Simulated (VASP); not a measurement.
# Al2Cu in VASP: a series of runs

Al2Cu is run at these levels: PBEsol; tasks: single point.

Program: VASP 6.6.1. These are calculated values, not measurements. Logs are shortened: lines on timing, memory, paths and dates and some standing lists are left out, and cuts for length are marked.

## Step 1: The cell of the first run

The typed cell holds 9 atoms: a = 4.049 Å, b = 4.049 Å, c = 9.918 Å, α = 90.00°, β = 90.00°, γ = 120.00°.

## Step 2: Single point, PBEsol

INCAR

```
PREC     = Accurate       # precision mode
ENCUT    = 520            # plane-wave cutoff, eV
EDIFF    = 1E-7           # SCF threshold, eV
ISMEAR   = 0              # smearing method
SIGMA    = 0.15           # smearing width, eV
LREAL    = F              # projectors in reciprocal space
LASPH    = T              # aspherical terms in the spheres
NELM     = 100            # most SCF steps
ALGO     = Fast           # electronic algorithm
ISIF     = 2              # what is computed and relaxed
LWAVE    = F              # write WAVECAR
LCHARG   = T              # write CHGCAR
GGA      = PS             # functional
LELF     = T              # ELF
LVHAR    = T            
NBANDS   = 36             # bands
```

KPOINTS

```
regular mesh
0
Gamma
  13 13 5
```

POSCAR

```
Al2Cu
1.0
   -2.0246315446      2.0246315446     -2.8630136682
   -2.0246315446     -2.0246315446      2.8630136682
    0.0000000000      8.0985261782      5.7260273364
Al Cu
6 3
Direct
    0.0000000000      0.0000000000      0.2500000000
    0.3333333333      0.6666666667      0.5833333333
    0.6666666667      0.3333333333      0.9166666667
    0.3333333333      0.6666666667      0.0833333333
    0.6666666667      0.3333333333      0.4166666667
    0.0000000000      0.0000000000      0.7500000000
    0.6666666667      0.3333333333      0.1666666667
    0.0000000000      0.0000000000      0.5000000000
    0.3333333333      0.6666666667      0.8333333333
```

Potentials or basis: VASP PAW PBE potentials, release 64 (Al, Cu).

Command:

```
> cat potpaw_PBE.64/Al/POTCAR potpaw_PBE.64/Cu/POTCAR > POTCAR
> mpirun -np 1 vasp_std > vasp.out
```

OUTCAR:

```text
PREC = Accurate
   ENCUT = 520
   EDIFF = 1E-7
   ISMEAR = 0
   LREAL = F
   LASPH = T
   NELM = 100
   ISIF = 2
   GGA = PS

 ion  position               nearest neighbor table
   1  0.000  0.000  0.250-   7 2.48   8 2.48   7 2.48   7 2.48   5 2.86   4 2.86   4 2.86   5 2.86
                             5 2.86   4 2.86
   2  0.333  0.667  0.583-   8 2.48   9 2.48   8 2.48   8 2.48   6 2.86   5 2.86   5 2.86   5 2.86
                             6 2.86   6 2.86
   3  0.667  0.333  0.917-   7 2.48   9 2.48   9 2.48   9 2.48   6 2.86   4 2.86   4 2.86   4 2.86
                             6 2.86   6 2.86
   4  0.333  0.667  0.083-   9 2.48   7 2.48   7 2.48   7 2.48   3 2.86   1 2.86   3 2.86   3 2.86
                             1 2.86   1 2.86
   5  0.667  0.333  0.417-   8 2.48   7 2.48   8 2.48   8 2.48   2 2.86   1 2.86   2 2.86   2 2.86
                             1 2.86   1 2.86
   6  0.000  0.000  0.750-   9 2.48   8 2.48   9 2.48   9 2.48   3 2.86   2 2.86   3 2.86   3 2.86
                             2 2.86   2 2.86
   7  0.667  0.333  0.167-   1 2.48   3 2.48   5 2.48   1 2.48   4 2.48   4 2.48   1 2.48   4 2.48

   8  0.000  0.000  0.500-   2 2.48   5 2.48   1 2.48   6 2.48   5 2.48   2 2.48   5 2.48   2 2.48

   9  0.333  0.667  0.833-   6 2.48   4 2.48   2 2.48   3 2.48   6 2.48   6 2.48   3 2.48   3 2.48

  LATTYP: Found a base centered monoclinic cell.
 ALAT       =     7.0131248829
 B/A-ratio  =     0.5773835711
 C/A-ratio  =     1.4142543492
 COS(beta)  =    -0.0000815726

  Lattice vectors:

 A1 = (  -2.0246315446,  -2.0246315446,   2.8630136682)
 A2 = (   2.0246315446,  -2.0246315446,   2.8630136682)
 A3 = (   0.0000000000,   8.0985261782,   5.7260273364)

Analysis of symmetry for initial positions (statically):
=====================================================================
 Subroutine PRICEL returns following result:

  LATTYP: Found a body centered tetragonal cell.
 ALAT       =     4.0492630887
 C/A-ratio  =     1.4140912089

  Lattice vectors:

 A1 = (  -2.0246315446,  -2.0246315453,  -2.8630136682)
 A2 = (   2.0246315446,   2.0246315446,  -2.8630136682)
 A3 = (   2.0246315446,  -2.0246315434,   2.8630136682)

   3 primitive cells build up your supercell.

 Routine SETGRP: Setting up the symmetry group for a
 base centered monoclinic supercell.

 Subroutine GETGRP returns: Found  4 space group operations
 (whereof  4 operations were pure point group operations)
 out of a pool of  4 trial point group operations.

The static configuration has the point symmetry C_2h.

Analysis of symmetry for dynamics (positions and initial velocities):
=====================================================================
 Subroutine PRICEL returns following result:

  LATTYP: Found a body centered tetragonal cell.
 ALAT       =     4.0492630887
 C/A-ratio  =     1.4140912089

  Lattice vectors:

 A1 = (  -2.0246315446,  -2.0246315453,  -2.8630136682)
 A2 = (   2.0246315446,   2.0246315446,  -2.8630136682)
 A3 = (   2.0246315446,  -2.0246315434,   2.8630136682)

   3 primitive cells build up your supercell.

 Routine SETGRP: Setting up the symmetry group for a
 base centered monoclinic supercell.

 Subroutine GETGRP returns: Found  4 space group operations
 (whereof  4 operations were pure point group operations)
 out of a pool of  4 trial point group operations.

The dynamic configuration has the point symmetry C_2h.

 Subroutine INISYM returns: Found  4 space group operations
 (whereof  4 operations are pure point group operations),
 and found     3 'primitive' translations

----------------------------------------------------------------------------------------

                                     Primitive cell

  volume of cell :      46.9435

  direct lattice vectors                    reciprocal lattice vectors
    -2.024631545 -2.024631545 -2.863013668     0.000000000 -0.246958515 -0.174641150
     2.024631545  2.024631545 -2.863013668     0.246958515  0.000000000 -0.174641150
     2.024631545 -2.024631543  2.863013668     0.246958515 -0.246958515  0.000000000

  length of vectors
     4.049087928  4.049087928  4.049087927     0.302469899  0.302469899  0.349252082

  position of ions in fractional coordinates (direct lattice)
     0.250000000  0.750000000  0.500000000
     0.750000000  0.250000000  0.500000000
     0.500000000  0.500000000  0.000000000

  ion indices of the primitive-cell ions
   primitive index   ion index
                 1           1
                 2           4
                 3           8

----------------------------------------------------------------------------------------

 KPOINTS: regular mesh

Automatic generation of k-mesh.
 Grid dimensions read from file:
 generate k-points for:   13   13    5

 Generating k-lattice:

  Cartesian coordinates                     Fractional coordinates (reciprocal lattice)
    -0.018996809  0.006332270 -0.008955956     0.076923077 -0.000000000  0.000000000
    -0.018996809 -0.006332270  0.008955956    -0.000000000  0.076923077 -0.000000000
     0.000000000  0.016463901  0.011642743     0.000000000 -0.000000000  0.200000000

  Length of vectors
     0.021935942  0.021935942  0.020164660

  Shift w.r.t. Gamma in fractional coordinates (k-lattice)
     0.000000000  0.000000000  0.000000000

 Subroutine IBZKPT returns following result:
 ===========================================

 Found    231 irreducible k-points:

 Following reciprocal coordinates:
            Coordinates               Weight
  0.000000  0.000000  0.000000      1.000000
  0.076923 -0.000000  0.000000      4.000000
  0.153846 -0.000000 -0.000000      4.000000
  0.230769 -0.000000 -0.000000      4.000000
  0.307692 -0.000000 -0.000000      4.000000
  0.384615 -0.000000  0.000000      4.000000
[... 16 lines left out ...]
  0.384615  0.153846  0.000000      4.000000
  0.461538  0.153846  0.000000      4.000000
 [... further k-points ...]
   k-points           NKPTS =    231   k-points in BZ     NKDIM =    231   number of bands    NBANDS=     36
   number of dos      NEDOS =    301   number of ions     NIONS =      9
   total plane-waves  NPLWV =  72000
   dimension x,y,z NGX =    30 NGY =   30 NGZ =   80
   dimension x,y,z NGXF=    60 NGYF=   60 NGZF=  160
   ions per type =               6   3
   NGX,Y,Z   is equivalent  to a cutoff of  12.32, 12.32, 13.41 a.u.
   NGXF,Y,Z  is equivalent  to a cutoff of  24.63, 24.63, 26.82 a.u.
 SYSTEM =  unknown system
   PREC   = accura    normal or accurate (medium, high low for compatibility)
   ISTART =      0    job   : 0-new  1-cont  2-samecut
   ICHARG =      2    charge: 1-file 2-atom 10-const
   ISPIN  =      1    spin polarized calculation?
   LNONCOLLINEAR =      F non collinear calculations
   LSORBIT =      F    spin-orbit coupling
   LASPH  =      T    aspherical Exc in radial PAW
   ENCUT  =  520.0 eV  38.22 Ry    6.18 a.u.   7.53  7.53 18.44*2*pi/ulx,y,z
   NELM   =    100;   NELMIN=  2; NELMDL= -5     # of ELM steps
   EDIFF  = 0.1E-06   stopping-criterion for ELM
   LREAL  =      F    real-space projection
   EDIFFG = 0.1E-05   stopping-criterion for IOM
   NSW    =      0    number of steps for IOM
   IBRION =     -1    ionic relax: 0-MD 1-quasi-New 2-CG
   NFREE  =      0    steps in history (QN), initial steepest desc. (CG)
   ISIF   =      2    stress and relaxation
   ISYM   =      2    0-nonsym 1-usesym 2-fastsym
   POTIM  = 0.5000    time-step for ionic-motion
   TEBEG  =    0.0;   TEEND  =   0.0 temperature during run
   PSTRESS=    0.0 pullay stress
   NELECT =      51.0000    total number of electrons
   NUPDOWN=      -1.0000    fix difference up-down
   EMIN   =  10.00;   EMAX   =-10.00  energy-range for DOS
   EFERMI =   0.00;   METHOD = LEGACY
   ISMEAR =     0;   SIGMA  =   0.15  broadening in eV -4-tet -1-fermi 0-gaus
   EFERMI_NEDOS =   21; number of points for ismear=-14 and -15
   IALGO  =     68    algorithm
   IMIX   =      4    mixing-type and parameters
     AMIX     =   0.40;   BMIX     =  1.00
     AMIX_MAG =   1.60;   BMIX_MAG =  1.00
  volume/ion in A,a.u.               =      15.65       105.60
  Fermi-wavevector in a.u.,A,eV,Ry     =   1.166897  2.205116 18.526366  1.361650
  Thomas-Fermi vector in A             =   2.303405
   LORBIT       =      0    0 simple, 1 ext, 2 COOP (PROOUT), +10 PAW based schemes
   GGA     = PS    functional components
   LHFCALC =     F    Hartree Fock is set to
   AEXX    =    0.0000 exact exchange contribution
   IVDW    =     0    specifies the selected vdW correction
   LEPSILON=     F    determine dielectric tensor
   LRPA    =     F    only Hartree local field effects (RPA)
 non-spin polarized calculation
 RMM-DIIS sequential band-by-band and
 Gauss-broadening in eV      SIGMA  =   0.15
  energy-cutoff  :      520.00
  volume of cell :      140.83
 maximum number of plane-waves:      3820
 NGX is ok and might be reduce to    30
   NGX = 15   NGY = 15   NGZ = 37

 number of electron      51.0000035 magnetization

 Free energy of the ion-electron system (eV)
  ---------------------------------------------------
  ext. energy  EPLUGINS =         0.00000000
  ---------------------------------------------------
  free energy    TOTEN  =       -39.05331640 eV

  energy without entropy =      -39.02272177  energy(sigma->0) =      -39.03801908

 E-fermi :   7.1176     XC(G=0): -10.6351

 val. band max:        7.1078817887   @ k =   0.0769   0.4615   0.4000
 cond. band min:       7.1188337330   @ k =   0.1538   0.3846   0.4000
 fundamental gap:      0.0109519443
 Fermi energy:         7.1176077649

 k-point     1 :       0.0000    0.0000    0.0000
  band No.  band energies     occupation
      1      -3.2025      2.00000
      2      -1.7347      2.00000
      3      -1.7347      2.00000
      4       1.8073      2.00000
      5       1.8073      2.00000
      6       2.4707      2.00000
[... 28 lines left out ...]
     35      10.7839      0.00000
     36      11.4689      0.00000

 k-point     2 :       0.0769   -0.0000    0.0000
  band No.  band energies     occupation
      1      -3.1312      2.00000
      2      -1.6652      2.00000
      3      -1.6649      2.00000
      4       1.8247      2.00000
      5       1.8250      2.00000
      6       2.4503      2.00000
[... 28 lines left out ...]
     35      11.2260      0.00000
     36      11.4818      0.00000

 k-point     3 :       0.1538   -0.0000   -0.0000
  band No.  band energies     occupation
      1      -2.9181      2.00000
      2      -1.4589      2.00000
      3      -1.4558      2.00000
      4       1.8653      2.00000
      5       1.8655      2.00000
      6       2.3830      2.00000
[... 28 lines left out ...]
     35      12.0771      0.00000
     36      12.0917      0.00000
[... 742 lines left out ...]
 k-point    23 :       0.3846    0.1538    0.0000
  band No.  band energies     occupation
      1      -0.5601      2.00000
      2       0.1246      2.00000
      3       0.8072      2.00000
      4       0.9836      2.00000
      5       1.4505      2.00000
      6       1.5788      2.00000
[... 28 lines left out ...]
     35      13.7979      0.00000
     36      13.8851      0.00000

 k-point    24 :       0.4615    0.1538    0.0000
  band No.  band energies     occupation
      1      -0.5600      2.00000
      2       0.1246      2.00000
      3       0.8071      2.00000
      4       0.9838      2.00000
      5       1.4502      2.00000
      6       1.5788      2.00000
[... 28 lines left out ...]
     35      13.8404      0.00000
     36      13.9023      0.00000

 [... further k-points ...]

------------------------ aborting loop because EDIFF is reached ----------------------------------------

  FORCE on cell =-STRESS in cart. coord.  units (eV):
  Direction    XX          YY          ZZ          XY          YZ          ZX
  --------------------------------------------------------------------------------------
  -------------------------------------------------------------------------------------
  Total        0.4037503      0.0855141      0.2517408      0.0000000     -0.2254135      0.0000000
  in kB        4.5933212      0.9728628      2.8639642      0.0000000     -2.5644478      0.0000000
  external PRESSURE =       2.8100494 kB  Pullay stress =       0.0000000 kB

 VOLUME and BASIS-vectors are now :
 -----------------------------------------------------------------------------
  energy-cutoff  :      520.00
  volume of cell :      140.83
      direct lattice vectors                 reciprocal lattice vectors
    -2.024631545  2.024631545 -2.863013668    -0.246958515  0.082319505 -0.116427433
    -2.024631545 -2.024631545  2.863013668    -0.246958515 -0.082319505  0.116427433
     0.000000000  8.098526178  5.726027336     0.000000000  0.082319505  0.058213717

 POSITION                                       TOTAL-FORCE (eV/Angst)
 -----------------------------------------------------------------------------------
      0.00000      2.02463      1.43151        -0.000000     -0.005768     -0.004064
     -2.02463      4.04926      4.29452        -0.000000     -0.005768     -0.004064
     -2.02463      8.09853      4.29452        -0.000000     -0.005768     -0.004064
     -2.02463     -0.00000      1.43151        -0.000000      0.005768      0.004064
     -2.02463      4.04926      1.43151        -0.000000      0.005768      0.004064
      0.00000      6.07389      4.29452        -0.000000      0.005768      0.004064
     -2.02463      2.02463      0.00000         0.000000      0.000000      0.000000
      0.00000      4.04926      2.86301         0.000000      0.000000      0.000000
     -2.02463      6.07389      5.72603        -0.000000      0.000000     -0.000000
 -----------------------------------------------------------------------------------
    total drift:                               -0.000000     -0.000000      0.000000

  FREE ENERGIE OF THE ION-ELECTRON SYSTEM (eV)
  ---------------------------------------------------
  free  energy   TOTEN  =       -39.0533163953 eV

  energy  without entropy=      -39.0227217701  energy(sigma->0) =      -39.03801908
```

Wall time 65 min (1 thread of Intel Xeon 8259CL, shared host); peak memory 0.91 GiB.

Results:

```
Free energy            : -39.0533 eV
Pressure               : 0.3 GPa
Band gap on the k mesh : zero (an odd number of electrons rules out a gap without spin polarisation)
```

Caveat: the PAW data sets were made with another functional, which shifts forces and pressure a little.

## Step 3: Single point, PBEsol (one atom moved)

INCAR

```
SYSTEM = Al2Cu
PREC = Accurate ; ENCUT = 520
EDIFF = 1E-6 ; ISMEAR = 0
SIGMA = 0.1 ; LREAL = .False.
LASPH = .True. ; NELM = 80
ALGO = Fast ; ISIF = 2
LWAVE = .False. ; LCHARG = .False.
GGA = PS ; NBANDS = 16
```

KPOINTS

```
regular mesh
0
Gamma
  12 12 12
  0 0 0
```

POSCAR

```
Al2Cu
1.0
   -2.0303375000      2.0303375000      2.8510940000
    2.0303375000     -2.0303375000      2.8510940000
    2.0303375000      2.0303375000     -2.8510940000
Al Cu
2 1
Direct
    0.7610819014      0.2500000000      0.5110819014
    0.2500000000      0.7500000000      0.5000000000
    0.5000000000      0.5000000000      0.0000000000
```

Potentials or basis: VASP PAW PBE potentials, release 64 (Al, Cu).

Command:

```
> cat potpaw_PBE.64/Al/POTCAR potpaw_PBE.64/Cu/POTCAR > POTCAR
> mpirun -np 1 vasp_std > vasp.out
```

It took 5 min on 1 thread of Intel Xeon Platinum 8559C (Emerald Rapids), shared host; peak memory 0.44 GiB.

It converged, with:

- Free energy: -13.0074 eV
- Pressure: 0.2 GPa
- Largest force: 0.264 eV/Å
- Band gap on the k mesh: zero (an odd number of electrons rules out a gap without spin polarisation)

Forces on the atoms (eV/Å):
```
Al   0.000 -0.263 -0.014
Al   0.000  0.092  0.001
Cu   0.000  0.171  0.013
```

Stress tensor (GPa, compression positive):
```
-0.05  0.00  0.00
 0.00  0.01  0.78
 0.00  0.78  0.59
```

Levels at points of the mesh, in eV from the Fermi level:
| k point | band 6 | band 7 | band 8 | band 9 | band 10 | band 11 | band 12 | band 13 |
| --- | --- | --- | --- | --- | --- | --- | --- | --- |
| (0.00, 0.00, 0.00) | -4.02 | 2.85 | 2.91 | 2.93 | 2.99 | 3.01 | 3.05 | 4.39 |
| (0.50, 0.00, 0.00) | -3.98 | -3.97 | 0.54 | 0.69 | 2.98 | 3.03 | 3.87 | 4.45 |
| (0.00, 0.50, 0.00) | -3.98 | -3.95 | 0.56 | 0.73 | 2.90 | 3.05 | 3.88 | 4.42 |
| (0.00, 0.50, 0.50) | -3.96 | -3.95 | 0.65 | 0.68 | 2.88 | 2.99 | 3.90 | 4.38 |
| (0.50, 0.50, 0.00) | -3.87 | -3.76 | -1.98 | -1.93 | 0.44 | 1.54 | 9.07 | 10.64 |
| (0.50, 0.50, 0.50) | -3.87 | -3.73 | -2.00 | -2.00 | 0.36 | 1.49 | 9.08 | 10.72 |

Caveat: the cell differs from its parent crystal (one atom moved); the PAW data sets were made with another functional, which shifts forces and pressure a little.
